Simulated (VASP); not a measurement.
Input of a VASP 6.6.1 run:

The input INCAR:

```
SYSTEM = Si2Mo
PREC     = Accurate       ! precision mode
ENCUT    = 600            ! plane-wave cutoff, eV
EDIFF    = 1E-7           ! SCF threshold, eV
ISMEAR   = 0              ! smearing method
SIGMA    = 0.1            ! smearing width, eV
LREAL    = .FALSE.        ! projectors in reciprocal space
LASPH    = .TRUE.         ! aspherical terms in the spheres
NELM     = 100            ! most SCF steps
ALGO     = Normal         ! electronic algorithm
ISIF     = 4              ! what is computed and relaxed
LWAVE    = .FALSE.        ! write WAVECAR
LCHARG   = .FALSE.        ! write CHGCAR
GGA      = PE             ! functional
IBRION   = 2              ! ionic algorithm
NSW      = 50             ! ionic steps
EDIFFG   = -0.01          ! ionic threshold
```

Contents of KPOINTS:

```
regular mesh
0
G
  18 18 18
  0 0 0
```

File POSCAR:

```
Si2Mo
1.0
   -1.6243497105      1.6243497105      3.9754877790
    1.6243497105     -1.6243497105      3.9754877790
    1.6243497105      1.6243497105     -3.9754877790
Si Mo
2 1
Direct
    0.3350991260      0.3350991260      0.0000000000
    0.6649008740      0.6649008740      0.0000000000
    0.0000000000      0.0000000000      0.0000000000
```

Potentials or basis: VASP PAW PBE potentials, release 64 (Si, Mo_sv).

The run is started by

```sh
$ cat potpaw_PBE.64/Si/POTCAR potpaw_PBE.64/Mo_sv/POTCAR > POTCAR
$ mpirun -np 1 vasp_std > vasp.out
```

What does it give for the band gap on the k mesh?

Zero (bands 11 and 12 overlap by 0.91 eV).

Step by step:
```csv
step,energy change (eV),largest force (eV/Å),pressure (GPa),volume (Å³)
1,0.0000,0.0640,-5.63,41.96
2,-0.0003,0.0071,-5.53,41.96
3,-0.0003,0.0178,-5.55,41.96
4,-0.0004,0.0007,-5.54,41.96
```
